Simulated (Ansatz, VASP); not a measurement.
**One calculation of Be2Tl, two programs**

```
CELL_PARAMETERS angstrom
-2.08741 2.08741 2.77820
2.08741 -2.08741 2.77820
2.08741 2.08741 -2.77820
ATOMIC_POSITIONS crystal
Be 0.75000 0.25000 0.50000
Be 0.25000 0.75000 0.50000
Tl 0.00000 0.00000 0.00000
```

Alike in both runs: functional PBE; k mesh 16 × 16 × 16; occupations gaussian, width 0.1 eV; no spin polarisation.

Ansatz relaxed the structure, and its values are those at the end. VASP's run is a single point on that final structure, the one shown.

```csv
,VASP,Ansatz
version,VASP 6.6.1,Ansatz 0.2.0
potentials or method,"VASP PAW PBE potentials, release 64 (Be, Tl_d), cutoff 520 eV","scalar-relativistic, plane waves, PAW"
valence electrons in the cell,17,17
```

Ansatz gave:

| Item | Value |
| --- | --- |
| gap on the k mesh at the Fermi level (eV) | none |
| pressure (GPa) | 0.0 |

Problem. Which values does VASP return?

Solution. gap on the k mesh at the Fermi level (eV): none; pressure (GPa): -0.1.

A gap of «none» marks a metal or a gap that the smearing closes. The functional is the same, so the differences come from potentials, cutoffs and numerics.

Neither program's run includes spin-orbit coupling.
